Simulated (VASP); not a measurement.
Here is a VASP 6.6.1 calculation.

Contents of INCAR:

```
PREC = Accurate ; ENCUT = 520
EDIFF = 1E-6 ; ISMEAR = 0
SIGMA = 0.022 ; LREAL = False
LASPH = True ; NELM = 100
ALGO = Normal ; ISIF = 2
LWAVE = False ; LCHARG = False
GGA = PE ; NBANDS = 18
```

Contents of KPOINTS:

```
Automatic mesh
0
Gamma
  7 7 7
```

POSCAR

```
ScAl3
1.0
    4.0878065700      0.0000000000      0.0000000000
    0.0000000000      4.0878065700      0.0000000000
    0.0000000000      0.0000000000      4.0878065700
Sc Al
1 3
Direct
    0.0000000000      0.0000000000      0.0000000000
    0.5000000000      0.5000000000      0.0000000000
    0.0000000000      0.5000000000      0.5000000000
    0.5000000000      0.0000000000      0.5000000000
```

Potentials or basis: VASP PAW PBE potentials, release 64 (Sc_sv, Al).

Run with:

```console
$ cat potpaw_PBE.64/Sc_sv/POTCAR potpaw_PBE.64/Al/POTCAR > POTCAR
$ mpirun -np 1 vasp_std > vasp.out
```

Question: What does it give for the band gap on the k mesh?

Answer: Zero (band 10 reaches 8.28 eV, above the bottom of band 11 at 4.60 eV).

Question: What does it give for the pressure?

Answer: 1.1 GPa.
